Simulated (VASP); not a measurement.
# SiPb (rocksalt type) (Fm-3m) in VASP: notebook, part 2 of 2

VASP 6.6.1.

**4. Electric field gradients, PBE (25.68 Å³/atom)**

This run uses another cell than the first one, of 25.68 Å³/atom.

File INCAR:

```
SYSTEM = SiPb
PREC = Accurate ; ENCUT = 520
EDIFF = 1E-8 ; ISMEAR = -1
SIGMA = 0.05 ; LREAL = .False.
LASPH = .True. ; NELM = 80
ALGO = Normal ; ISIF = 2
LWAVE = .False. ; LCHARG = .False.
GGA = PE ; LEFG = .True.
NBANDS = 16
```

File KPOINTS:

```
regular mesh
0
Gamma
  13 13 13
  0 0 0
```

File POSCAR:

```
SiPb
1.0
    0.0000000000      2.9501824137      2.9501824137
    2.9501824137      0.0000000000      2.9501824137
    2.9501824137      2.9501824137      0.0000000000
Pb Si
1 1
Direct
    0.0000000000      0.0000000000      0.0000000000
    0.5000000000      0.5000000000      0.5000000000
```

Potentials or basis: VASP PAW PBE potentials, release 64 (Pb_d, Si).

On the command line:

```console
cat potpaw_PBE.64/Pb_d/POTCAR potpaw_PBE.64/Si/POTCAR > POTCAR
mpirun -np 1 vasp_std > vasp.out
```

OUTCAR:

```text
SYSTEM = SiPb
   PREC = Accurate
   ENCUT = 520
   EDIFF = 1E-8
   ISMEAR = -1
   LREAL = .False.
   LASPH = .True.
   NELM = 80
   ISIF = 2
   GGA = PE

 ion  position               nearest neighbor table
   1  0.000  0.000  0.000-   2 2.95   2 2.95   2 2.95   2 2.95   2 2.95   2 2.95
   2  0.500  0.500  0.500-   1 2.95   1 2.95   1 2.95   1 2.95   1 2.95   1 2.95

  LATTYP: Found a face centered cubic cell.
 ALAT       =     5.9003648274

  Lattice vectors:

 A1 = (   0.0000000000,   2.9501824137,   2.9501824137)
 A2 = (   2.9501824137,   0.0000000000,   2.9501824137)
 A3 = (   2.9501824137,   2.9501824137,   0.0000000000)

Analysis of symmetry for initial positions (statically):
=====================================================================
 Subroutine PRICEL returns:
 Original cell was already a primitive cell.

 Routine SETGRP: Setting up the symmetry group for a
 face centered cubic supercell.

[... 644 lines left out ...]
      direct lattice vectors                 reciprocal lattice vectors
     0.000000000  2.950182414  2.950182414    -0.169481046  0.169481046  0.169481046
     2.950182414  0.000000000  2.950182414     0.169481046 -0.169481046  0.169481046
     2.950182414  2.950182414  0.000000000     0.169481046  0.169481046 -0.169481046

 POSITION                                       TOTAL-FORCE (eV/Angst)
 -----------------------------------------------------------------------------------
      0.00000      0.00000      0.00000        -0.000000     -0.000000     -0.000000
      2.95018      2.95018      2.95018         0.000000      0.000000      0.000000
 -----------------------------------------------------------------------------------
    total drift:                                0.000000     -0.000000     -0.000000

  FREE ENERGIE OF THE ION-ELECTRON SYSTEM (eV)
  ---------------------------------------------------
  free  energy   TOTEN  =        -7.8952105746 eV

  energy  without entropy=       -7.8842392527  energy(sigma->0) =       -7.88972491

 Electric field gradients (V/A^2)
---------------------------------------------------------------------
 ion       V_xx      V_yy      V_zz      V_xy      V_xz      V_yz
---------------------------------------------------------------------
   1      -0.000     0.000     0.000    -0.001    -0.001    -0.001
   2      -0.000    -0.000    -0.000     0.000     0.000     0.000
---------------------------------------------------------------------

 Electric field gradients after diagonalization (V/A^2)
 (convention: |V_zz| > |V_xx| > |V_yy|)
----------------------------------------------------------------------
 ion       V_xx      V_yy      V_zz     asymmetry (V_yy - V_xx)/ V_zz
----------------------------------------------------------------------
   1       0.001     0.001    -0.002       0.000
   2      -0.000    -0.000     0.000       0.000
----------------------------------------------------------------------

           NMR quadrupolar parameters

 Cq : quadrupolar parameter    Cq=e*Q*V_zz/h
 eta: asymmetry parameters     (V_yy - V_xx)/ V_zz
 Q  : nuclear electric quadrupole moment in mb (millibarn)
----------------------------------------------------------------------
 ion       Cq(MHz)       eta       Q (mb)
----------------------------------------------------------------------
   1      -0.000       0.000       1.000
   2       0.000       0.000       1.000
----------------------------------------------------------------------
```

OSZICAR:

```text
N       E                     dE             d eps       ncg     rms          rms(c)
DAV:   1     0.125279994851E+03    0.12528E+03   -0.85445E+03  2704   0.116E+03
DAV:   2    -0.119183956300E+01   -0.12647E+03   -0.12156E+03  2936   0.302E+02
DAV:   3    -0.778644625009E+01   -0.65946E+01   -0.65327E+01  3664   0.712E+01
DAV:   4    -0.793333321392E+01   -0.14689E+00   -0.14685E+00  3320   0.116E+01
DAV:   5    -0.793958744899E+01   -0.62542E-02   -0.62540E-02  3968   0.213E+00    0.177E+00
DAV:   6    -0.789672366508E+01    0.42864E-01   -0.83367E-02  3744   0.391E+00    0.101E+00
DAV:   7    -0.789478407689E+01    0.19396E-02   -0.27430E-02  3688   0.171E+00    0.346E-01
DAV:   8    -0.789517489402E+01   -0.39082E-03   -0.26412E-03  3536   0.622E-01    0.422E-02
DAV:   9    -0.789520738066E+01   -0.32487E-04   -0.13711E-04  3640   0.144E-01    0.391E-02
DAV:  10    -0.789521047624E+01   -0.30956E-05   -0.18912E-05  3400   0.310E-02    0.554E-03
DAV:  11    -0.789521051946E+01   -0.43227E-07   -0.48976E-06  3696   0.310E-02    0.169E-03
DAV:  12    -0.789521042429E+01    0.95170E-07   -0.42553E-07  3272   0.469E-03    0.640E-04
DAV:  13    -0.789521049935E+01   -0.75060E-07   -0.22006E-08  2992   0.217E-03    0.229E-04
DAV:  14    -0.789521057941E+01   -0.80059E-07   -0.44290E-09  2344   0.497E-04    0.760E-05
DAV:  15    -0.789521057463E+01    0.47796E-08   -0.54623E-10  1856   0.326E-04
   1 F= -.78952106E+01 E0= -.78897249E+01  d E =-.109713E-01
```

Run time: 22 s. Hardware: 1 thread of Intel Xeon 6975P-C (Granite Rapids), shared host; peak memory 0.21 GiB.

What came out:

```
Free energy                             : -7.8952 eV
Pressure                                : -1.0 GPa
Band gap on the k mesh                  : zero (bands 9 and 10 overlap by 3.30 eV)
Largest electric field gradient by atom : under 0.05 V/Å² on every atom
```

Levels at points of the mesh, in eV from the Fermi level:
```csv
k point,band 7,band 8,band 9,band 10,band 11,band 12
"(0.00, 0.00, 0.00)",-1.55,0.15,0.15,0.15,6.03,6.03
```

Caveat: spin-orbit coupling is left out, which moves the levels of the heavy elements.

**5. Electric field gradients, PBE (26.18 Å³/atom)**

This run uses another cell than the first one, of 26.18 Å³/atom.

File INCAR:

```
  ALGO = Normal
  EDIFF = 1E-8
  ENCUT = 520
  GGA = PE
  ISIF = 2
  ISMEAR = -1
  LASPH = T
  LCHARG = F
  LEFG = T
  LREAL = F
  LWAVE = F
  NBANDS = 16
  NELM = 80
  PREC = Accurate
  SIGMA = 0.05
```

File KPOINTS:

```
k-points
0
Gamma
  13 13 13
```

File POSCAR:

```
SiPb
1.0
    0.0000000000      2.9693399792      2.9693399792
    2.9693399792      0.0000000000      2.9693399792
    2.9693399792      2.9693399792      0.0000000000
Pb Si
1 1
Direct
    0.0000000000      0.0000000000      0.0000000000
    0.5000000000      0.5000000000      0.5000000000
```

Potentials or basis: VASP PAW PBE potentials, release 64 (Pb_d, Si).

On the command line:

```console
cat potpaw_PBE.64/Pb_d/POTCAR potpaw_PBE.64/Si/POTCAR > POTCAR
mpirun -np 1 vasp_std > vasp.out
```

OUTCAR:

```text
EDIFF = 1E-8
   ENCUT = 520
   GGA = PE
   ISIF = 2
   ISMEAR = -1
   LASPH = T
   LREAL = F
   NELM = 80
   PREC = Accurate

 ion  position               nearest neighbor table
   1  0.000  0.000  0.000-   2 2.97   2 2.97   2 2.97   2 2.97   2 2.97   2 2.97
   2  0.500  0.500  0.500-   1 2.97   1 2.97   1 2.97   1 2.97   1 2.97   1 2.97

  LATTYP: Found a face centered cubic cell.
 ALAT       =     5.9386799584

  Lattice vectors:

 A1 = (   0.0000000000,   2.9693399792,   2.9693399792)
 A2 = (   2.9693399792,   0.0000000000,   2.9693399792)
 A3 = (   2.9693399792,   2.9693399792,   0.0000000000)

Analysis of symmetry for initial positions (statically):
=====================================================================
 Subroutine PRICEL returns:
 Original cell was already a primitive cell.

 Routine SETGRP: Setting up the symmetry group for a
 face centered cubic supercell.

 Subroutine GETGRP returns: Found 48 space group operations
 (whereof 48 operations were pure point group operations)
 out of a pool of 48 trial point group operations.

The static configuration has the point symmetry O_h .

Analysis of symmetry for dynamics (positions and initial velocities):
=====================================================================
 Subroutine PRICEL returns:
 Original cell was already a primitive cell.

 Routine SETGRP: Setting up the symmetry group for a
 face centered cubic supercell.

 Subroutine GETGRP returns: Found 48 space group operations
 (whereof 48 operations were pure point group operations)
 out of a pool of 48 trial point group operations.

The dynamic configuration has the point symmetry O_h .

 Subroutine INISYM returns: Found 48 space group operations
 (whereof 48 operations are pure point group operations),
 and found     1 'primitive' translations

----------------------------------------------------------------------------------------

                                     Primitive cell

  volume of cell :      52.3612

  direct lattice vectors                    reciprocal lattice vectors
     0.000000000  2.969339979  2.969339979    -0.168387589  0.168387589  0.168387589
     2.969339979  0.000000000  2.969339979     0.168387589 -0.168387589  0.168387589
     2.969339979  2.969339979  0.000000000     0.168387589  0.168387589 -0.168387589

  length of vectors
     4.199280870  4.199280870  4.199280870     0.291655860  0.291655860  0.291655860

  position of ions in fractional coordinates (direct lattice)
     0.000000000  0.000000000  0.000000000
     0.500000000  0.500000000  0.500000000

  ion indices of the primitive-cell ions
   primitive index   ion index
                 1           1
                 2           2

----------------------------------------------------------------------------------------

 KPOINTS: k-points

Automatic generation of k-mesh.
 Grid dimensions read from file:
 generate k-points for:   13   13   13

 Generating k-lattice:

[... 68 lines left out ...]
   ISYM   =      2    0-nonsym 1-usesym 2-fastsym
   POTIM  = 0.5000    time-step for ionic-motion
   TEBEG  =    0.0;   TEEND  =   0.0 temperature during run
   PSTRESS=    0.0 pullay stress
   NELECT =      18.0000    total number of electrons
   NUPDOWN=      -1.0000    fix difference up-down
   EMIN   =  10.00;   EMAX   =-10.00  energy-range for DOS
   EFERMI =   0.00;   METHOD = LEGACY
   ISMEAR =    -1;   SIGMA  =   0.05  broadening in eV -4-tet -1-fermi 0-gaus
   EFERMI_NEDOS =   21; number of points for ismear=-14 and -15
   IALGO  =     38    algorithm
   IMIX   =      4    mixing-type and parameters
     AMIX     =   0.40;   BMIX     =  1.00
     AMIX_MAG =   1.60;   BMIX_MAG =  1.00
  volume/ion in A,a.u.               =      26.18       176.68
  Fermi-wavevector in a.u.,A,eV,Ry     =   1.146821  2.167178 17.894369  1.315199
  Thomas-Fermi vector in A             =   2.283504
   LORBIT       =      0    0 simple, 1 ext, 2 COOP (PROOUT), +10 PAW based schemes
   GGA     = PE    functional components
   LHFCALC =     F    Hartree Fock is set to
   AEXX    =    0.0000 exact exchange contribution
   IVDW    =     0    specifies the selected vdW correction
   LEPSILON=     F    determine dielectric tensor
   LRPA    =     F    only Hartree local field effects (RPA)
 non-spin polarized calculation
  energy-cutoff  :      520.00
  volume of cell :       52.36
 maximum number of plane-waves:      1423
   NGX = 15   NGY = 15   NGZ = 15

 number of electron      17.9999999 magnetization

 Free energy of the ion-electron system (eV)
  ---------------------------------------------------
  ext. energy  EPLUGINS =         0.00000000
  ---------------------------------------------------
  free energy    TOTEN  =        -7.88638901 eV

  energy without entropy =       -7.87507193  energy(sigma->0) =       -7.88073047

 E-fermi :   6.1113     XC(G=0):  -9.8006

 val. band max:        6.1088512618   @ k =  -0.3077   0.3077   0.0000
 cond. band min:       6.1336962085   @ k =   0.4615   0.1538   0.0000
 fundamental gap:      0.0248449467
 Fermi energy:         6.1112525247

 k-point     1 :       0.0000    0.0000    0.0000
  band No.  band energies     occupation
      1     -10.5439      2.00000
      2     -10.5439      2.00000
      3     -10.5200      2.00000
      4     -10.5200      2.00000
      5     -10.5200      2.00000
      6      -5.2681      2.00000
[... 433 lines left out ...]
      3     -10.5149      2.00000
      4     -10.4840      2.00000
      5     -10.4718      2.00000
      6      -3.0286      2.00000
[... 8 lines left out ...]
     15      16.1976      0.00000
     16      16.8673      0.00000

 [... further k-points ...]

------------------------ aborting loop because EDIFF is reached ----------------------------------------

  FORCE on cell =-STRESS in cart. coord.  units (eV):
  Direction    XX          YY          ZZ          XY          YZ          ZX
  --------------------------------------------------------------------------------------
  -------------------------------------------------------------------------------------
  Total       -0.6141575     -0.6141575     -0.6141575     -0.0000000      0.0000000     -0.0000000
  in kB      -18.7923281    -18.7923281    -18.7923281     -0.0000000      0.0000000     -0.0000000
  external PRESSURE =     -18.7923281 kB  Pullay stress =       0.0000000 kB

 VOLUME and BASIS-vectors are now :
 -----------------------------------------------------------------------------
  energy-cutoff  :      520.00
  volume of cell :       52.36
      direct lattice vectors                 reciprocal lattice vectors
     0.000000000  2.969339979  2.969339979    -0.168387589  0.168387589  0.168387589
     2.969339979  0.000000000  2.969339979     0.168387589 -0.168387589  0.168387589
     2.969339979  2.969339979  0.000000000     0.168387589  0.168387589 -0.168387589

 POSITION                                       TOTAL-FORCE (eV/Angst)
 -----------------------------------------------------------------------------------
      0.00000      0.00000      0.00000         0.000000      0.000000      0.000000
      2.96934      2.96934      2.96934         0.000000      0.000000     -0.000000
 -----------------------------------------------------------------------------------
    total drift:                                0.000000     -0.000000     -0.000000

  FREE ENERGIE OF THE ION-ELECTRON SYSTEM (eV)
  ---------------------------------------------------
  free  energy   TOTEN  =        -7.8863890086 eV

  energy  without entropy=       -7.8750719269  energy(sigma->0) =       -7.88073047

 Electric field gradients (V/A^2)
---------------------------------------------------------------------
 ion       V_xx      V_yy      V_zz      V_xy      V_xz      V_yz
---------------------------------------------------------------------
   1       0.000    -0.000    -0.000    -0.001    -0.001    -0.001
   2      -0.000    -0.000     0.000    -0.000    -0.000    -0.000
---------------------------------------------------------------------

 Electric field gradients after diagonalization (V/A^2)
 (convention: |V_zz| > |V_xx| > |V_yy|)
----------------------------------------------------------------------
 ion       V_xx      V_yy      V_zz     asymmetry (V_yy - V_xx)/ V_zz
----------------------------------------------------------------------
   1       0.001     0.001    -0.002       0.000
   2       0.000     0.000    -0.000       0.000
----------------------------------------------------------------------

           NMR quadrupolar parameters

 Cq : quadrupolar parameter    Cq=e*Q*V_zz/h
 eta: asymmetry parameters     (V_yy - V_xx)/ V_zz
 Q  : nuclear electric quadrupole moment in mb (millibarn)
----------------------------------------------------------------------
 ion       Cq(MHz)       eta       Q (mb)
----------------------------------------------------------------------
   1      -0.000       0.000       1.000
   2      -0.000       0.000       1.000
----------------------------------------------------------------------
```

OSZICAR:

```text
N       E                     dE             d eps       ncg     rms          rms(c)
DAV:   1     0.122603752018E+03    0.12260E+03   -0.84927E+03  2720   0.114E+03
DAV:   2    -0.143098153199E+01   -0.12403E+03   -0.11944E+03  2912   0.293E+02
DAV:   3    -0.777998673783E+01   -0.63490E+01   -0.62953E+01  3616   0.688E+01
DAV:   4    -0.792219105157E+01   -0.14220E+00   -0.14217E+00  3320   0.115E+01
DAV:   5    -0.792811552019E+01   -0.59245E-02   -0.59243E-02  3928   0.208E+00    0.172E+00
DAV:   6    -0.788747703231E+01    0.40638E-01   -0.80332E-02  3800   0.377E+00    0.972E-01
DAV:   7    -0.788591123301E+01    0.15658E-02   -0.26802E-02  3632   0.167E+00    0.334E-01
DAV:   8    -0.788635177386E+01   -0.44054E-03   -0.25793E-03  3472   0.607E-01    0.427E-02
DAV:   9    -0.788638539493E+01   -0.33621E-04   -0.13897E-04  3672   0.142E-01    0.390E-02
DAV:  10    -0.788638892736E+01   -0.35324E-05   -0.19656E-05  3296   0.307E-02    0.544E-03
DAV:  11    -0.788638894002E+01   -0.12661E-07   -0.48057E-06  3776   0.299E-02    0.142E-03
DAV:  12    -0.788638887297E+01    0.67050E-07   -0.44856E-07  3240   0.473E-03    0.628E-04
DAV:  13    -0.788638892431E+01   -0.51339E-07   -0.18408E-08  2888   0.194E-03    0.282E-04
DAV:  14    -0.788638901065E+01   -0.86339E-07   -0.49400E-09  2280   0.685E-04    0.588E-05
DAV:  15    -0.788638900865E+01    0.20002E-08   -0.74550E-10  1912   0.393E-04
   1 F= -.78863890E+01 E0= -.78807305E+01  d E =-.113171E-01
```

It took 22 s on 1 thread of Intel Xeon 6975P-C (Granite Rapids), shared host; peak memory 0.21 GiB.

What came out:

* Free energy: -7.8864 eV
* Pressure: -1.9 GPa
* Band gap on the k mesh: zero (bands 9 and 10 overlap by 3.23 eV)
* Largest electric field gradient by atom: under 0.05 V/Å² on every atom

Caveat: spin-orbit coupling is left out, which moves the levels of the heavy elements.

**6. Summary**

| cell | gap on the mesh (eV) | pressure (GPa) |
| --- | --- | --- |
| a = 4.117 Å, angles 60.0°, 2 atoms | none | 1.0 |
| a = 4.145 Å, angles 60.0°, 2 atoms | none | 0.0 |
| a = 4.172 Å, angles 60.0°, 2 atoms | none | -1.0 |
| a = 4.199 Å, angles 60.0°, 2 atoms | none | -1.9 |

Alike in all rows: task electric field gradients; level PBE; potentials or basis VASP PAW PBE potentials, release 64 (Pb_d, Si); no spin polarisation; k mesh 13 × 13 × 13; cutoff (eV) 520; smearing fermi-dirac 0.05 eV.

Caveats: spin-orbit coupling is left out, which moves the levels of the heavy elements.

Absolute energies hang on the potentials; compare differences alone.

The gap in the log of VASP goes by the Fermi energy; the results here count the filled bands.